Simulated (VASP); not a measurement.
Ti:

```
Ti
1.0
     0.00000    2.05602    2.05602
     2.05602    0.00000    2.05602
     2.05602    2.05602    0.00000
Ti
1
Cartesian
  0.0000 0.0000 0.0000
```

This isn't the form of Ti at room conditions, which is hcp.

```yaml
Program: VASP 6.6.1
Task: relaxation of cell and atoms
Functional: PBEsol
Potentials_or_basis: VASP PAW PBE potentials, release 64 (Ti_sv)
Cutoff: 600 eV
k_mesh: 18 × 18 × 18
Occupations: gaussian, width 0.1 eV
Spin: no spin polarisation
```

At the start: pressure -4.6 GPa; volume 17.38 Å³/atom.

Question: How do energy, volume and symmetry change on relaxing?

Answer: Over 3 steps the energy falls by 11.1 meV/atom and the volume is 16.64 Å³/atom (-4.3 %); space group Fm-3m (No. 225, to 0.1 Å) before and after.

The path:
```csv
step,energy change (eV),largest force (eV/Å),pressure (GPa),volume (Å³)
1,0.0000,0.0000,-4.63,17.38
2,-0.0059,0.0000,3.26,16.15
3,-0.0111,0.0000,-0.04,16.64
```

Final structure:
```cif
data_structure
_symmetry_space_group_name_H-M 'P 1'
_symmetry_Int_Tables_number 1
_cell_length_a 2.8658
_cell_length_b 2.8658
_cell_length_c 2.8658
_cell_angle_alpha 60.000
_cell_angle_beta 60.000
_cell_angle_gamma 60.000
_cell_volume 16.64
loop_
_atom_site_label
_atom_site_type_symbol
_atom_site_fract_x
_atom_site_fract_y
_atom_site_fract_z
_atom_site_occupancy
Ti1 Ti 0.00000 0.00000 0.00000 1
```

Caveat: the PAW data sets were made with another functional, which shifts forces and pressure a little.
